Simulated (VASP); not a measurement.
# Cd2Br (Fd-3m) in VASP: single point with PBE

Aim: the single point of Cd2Br with PBE.

All numbers are computed with VASP 6.6.1; they aren't measurements. Logs are shortened: lines on timing, memory, paths and dates and some standing lists are left out, and cuts for length are marked.

**1. The cell of the first run**

The structure is cubic, space group Fd-3m (No. 227). The conventional cell has a = 8.617 Å, b = 8.617 Å, c = 8.617 Å, α = 90.00°, β = 90.00°, γ = 90.00°. Within 4.0 Å of Cd (site symmetry -3m) lie 6 Cd at 3.05 Å and 6 Br at 3.57 Å. Br (site symmetry -43m) has 12 Cd at 3.57 Å and 4 Br at 3.73 Å within 4.7 Å.

**2. Single point, PBE**

INCAR reads:

```
PREC = Accurate
ENCUT = 520
EDIFF = 1E-6
ISMEAR = 0
SIGMA = 0.1
LREAL = F
LASPH = T
NELM = 60
ALGO = Normal
ISIF = 2
LWAVE = F
LCHARG = F
GGA = PE
NBANDS = 40
```

KPOINTS reads:

```
regular mesh
0
Gamma
  8 8 8
```

POSCAR reads:

```
Cd2Br
1.0
    0.0000000000      4.3084020529      4.3084020529
    4.3084020529      0.0000000000      4.3084020529
    4.3084020529      4.3084020529      0.0000000000
Cd Br
4 2
Direct
    0.6250000000      0.6250000000      0.6250000000
    0.1250000000      0.6250000000      0.6250000000
    0.6250000000      0.6250000000      0.1250000000
    0.6250000000      0.1250000000      0.6250000000
    0.0000000000      0.0000000000      0.0000000000
    0.2500000000      0.2500000000      0.2500000000
```

Potentials or basis: VASP PAW PBE potentials, release 64 (Cd, Br).

Started as:

```sh
> cat potpaw_PBE.64/Cd/POTCAR potpaw_PBE.64/Br/POTCAR > POTCAR
> mpirun -np 1 vasp_std > vasp.out
```

OUTCAR:

```text
PREC = Accurate
   ENCUT = 520
   EDIFF = 1E-6
   ISMEAR = 0
   LREAL = F
   LASPH = T
   NELM = 60
   ISIF = 2
   GGA = PE

 ion  position               nearest neighbor table
   1  0.625  0.625  0.625-   2 3.05   3 3.05   4 3.05   3 3.05   4 3.05   2 3.05
   2  0.125  0.625  0.625-   1 3.05   3 3.05   4 3.05   1 3.05   3 3.05   4 3.05
   3  0.625  0.625  0.125-   1 3.05   1 3.05   2 3.05   4 3.05   4 3.05   2 3.05
   4  0.625  0.125  0.625-   1 3.05   3 3.05   1 3.05   2 3.05   3 3.05   2 3.05
   5  0.000  0.000  0.000-
   6  0.250  0.250  0.250-

  LATTYP: Found a face centered cubic cell.
 ALAT       =     8.6168041058

  Lattice vectors:

 A1 = (   0.0000000000,   4.3084020529,   4.3084020529)
 A2 = (   4.3084020529,   0.0000000000,   4.3084020529)
 A3 = (   4.3084020529,   4.3084020529,   0.0000000000)

Analysis of symmetry for initial positions (statically):
=====================================================================
 Subroutine PRICEL returns:
 Original cell was already a primitive cell.

 Routine SETGRP: Setting up the symmetry group for a
 face centered cubic supercell.

 Subroutine GETGRP returns: Found 48 space group operations
 (whereof 24 operations were pure point group operations)
 out of a pool of 48 trial point group operations.

The static configuration has the point symmetry T_d .
 The point group associated with its full space group is O_h .

Analysis of symmetry for dynamics (positions and initial velocities):
=====================================================================
 Subroutine PRICEL returns:
 Original cell was already a primitive cell.

 Routine SETGRP: Setting up the symmetry group for a
 face centered cubic supercell.

 Subroutine GETGRP returns: Found 48 space group operations
 (whereof 24 operations were pure point group operations)
 out of a pool of 48 trial point group operations.

The dynamic configuration has the point symmetry T_d .
 The point group associated with its full space group is O_h .

 Subroutine INISYM returns: Found 48 space group operations
 (whereof 24 operations are pure point group operations),
 and found     1 'primitive' translations

----------------------------------------------------------------------------------------

                                     Primitive cell

  volume of cell :     159.9479

[... 98 lines left out ...]
   EDIFFG = 0.1E-04   stopping-criterion for IOM
   NSW    =      0    number of steps for IOM
   IBRION =     -1    ionic relax: 0-MD 1-quasi-New 2-CG
   NFREE  =      0    steps in history (QN), initial steepest desc. (CG)
   ISIF   =      2    stress and relaxation
   ISYM   =      2    0-nonsym 1-usesym 2-fastsym
   POTIM  = 0.5000    time-step for ionic-motion
   TEBEG  =    0.0;   TEEND  =   0.0 temperature during run
   PSTRESS=    0.0 pullay stress
   NELECT =      62.0000    total number of electrons
   NUPDOWN=      -1.0000    fix difference up-down
   EMIN   =  10.00;   EMAX   =-10.00  energy-range for DOS
   EFERMI =   0.00;   METHOD = LEGACY
   ISMEAR =     0;   SIGMA  =   0.10  broadening in eV -4-tet -1-fermi 0-gaus
   EFERMI_NEDOS =   21; number of points for ismear=-14 and -15
   IALGO  =     38    algorithm
   IMIX   =      4    mixing-type and parameters
     AMIX     =   0.40;   BMIX     =  1.00
     AMIX_MAG =   1.60;   BMIX_MAG =  1.00
  volume/ion in A,a.u.               =      26.66       179.90
  Fermi-wavevector in a.u.,A,eV,Ry     =   1.193656  2.255683 19.385779  1.424815
  Thomas-Fermi vector in A             =   2.329665
   LORBIT       =      0    0 simple, 1 ext, 2 COOP (PROOUT), +10 PAW based schemes
   GGA     = PE    functional components
   LHFCALC =     F    Hartree Fock is set to
   AEXX    =    0.0000 exact exchange contribution
   IVDW    =     0    specifies the selected vdW correction
   LEPSILON=     F    determine dielectric tensor
   LRPA    =     F    only Hartree local field effects (RPA)
 non-spin polarized calculation
 Gauss-broadening in eV      SIGMA  =   0.10
  energy-cutoff  :      520.00
  volume of cell :      159.95
 maximum number of plane-waves:      4336
 NGX is ok and might be reduce to    48
   NGX = 23   NGY = 23   NGZ = 23

 number of electron      61.9999981 magnetization

 Free energy of the ion-electron system (eV)
  ---------------------------------------------------
  ext. energy  EPLUGINS =         0.00000000
  ---------------------------------------------------
  free energy    TOTEN  =        -6.83557811 eV

  energy without entropy =       -6.80159756  energy(sigma->0) =       -6.81858783

 E-fermi :   1.8236     XC(G=0):  -9.6297

 val. band max:        1.8191916841   @ k =  -0.2500   0.5000   0.2500
 cond. band min:       1.8239002936   @ k =  -0.2500   0.3750   0.1250
 fundamental gap:      0.0047086095
 Fermi energy:         1.8235519136

 k-point     1 :       0.0000    0.0000    0.0000
  band No.  band energies     occupation
      1     -12.9551      2.00000
      2     -12.4255      2.00000
      3      -7.9743      2.00000
      4      -7.5108      2.00000
      5      -7.5108      2.00000
      6      -7.5108      2.00000
[... 1021 lines left out ...]
     39       7.9961      0.00000
     40       8.8553      0.00000

 [... further k-points ...]

------------------------ aborting loop because EDIFF is reached ----------------------------------------

  FORCE on cell =-STRESS in cart. coord.  units (eV):
  Direction    XX          YY          ZZ          XY          YZ          ZX
  --------------------------------------------------------------------------------------
  -------------------------------------------------------------------------------------
  Total        0.1581711      0.1581711      0.1581711      0.0000000      0.0000000     -0.0000000
  in kB        1.5843794      1.5843794      1.5843794      0.0000000      0.0000000     -0.0000000
  external PRESSURE =       1.5843794 kB  Pullay stress =       0.0000000 kB

 VOLUME and BASIS-vectors are now :
 -----------------------------------------------------------------------------
  energy-cutoff  :      520.00
  volume of cell :      159.95
      direct lattice vectors                 reciprocal lattice vectors
     0.000000000  4.308402053  4.308402053    -0.116052308  0.116052308  0.116052308
     4.308402053  0.000000000  4.308402053     0.116052308 -0.116052308  0.116052308
     4.308402053  4.308402053  0.000000000     0.116052308  0.116052308 -0.116052308

 POSITION                                       TOTAL-FORCE (eV/Angst)
 -----------------------------------------------------------------------------------
      5.38550      5.38550      5.38550         0.000000      0.000000      0.000000
      5.38550      3.23130      3.23130         0.000000      0.000000      0.000000
      3.23130      3.23130      5.38550         0.000000      0.000000      0.000000
      3.23130      5.38550      3.23130         0.000000      0.000000      0.000000
      0.00000      0.00000      0.00000        -0.000000     -0.000000     -0.000000
      2.15420      2.15420      2.15420         0.000000      0.000000      0.000000
 -----------------------------------------------------------------------------------
    total drift:                                0.000000      0.000000     -0.000000

  FREE ENERGIE OF THE ION-ELECTRON SYSTEM (eV)
  ---------------------------------------------------
  free  energy   TOTEN  =        -6.8355781053 eV

  energy  without entropy=       -6.8015975571  energy(sigma->0) =       -6.81858783
```

It took 2.6 min on 1 thread of Intel Xeon Platinum 8488C (Sapphire Rapids), shared host; peak memory 0.4 GiB.

What came out:

```yaml
Free_energy: -6.8356 eV
Pressure: 0.2 GPa
Band_gap_on_the_k_mesh: zero (band 31 reaches 2.40 eV, above the bottom of band 32 at 1.60 eV)
```

Levels at points of the mesh, in eV from the Fermi level:
| k point | band 28 | band 29 | band 30 | band 31 | band 32 | band 33 | band 34 | band 35 |
| --- | --- | --- | --- | --- | --- | --- | --- | --- |
| (0.00, 0.00, 0.00) | -2.88 | -2.88 | -1.40 | 0.53 | 0.53 | 0.53 | 2.02 | 2.02 |
| (0.50, 0.00, 0.00) | -2.42 | -2.37 | -1.68 | -0.04 | -0.04 | 0.75 | 2.65 | 2.65 |
| (0.50, 0.50, 0.00) | -1.86 | -1.82 | -1.82 | 0.45 | 0.45 | 1.59 | 1.59 | 4.59 |
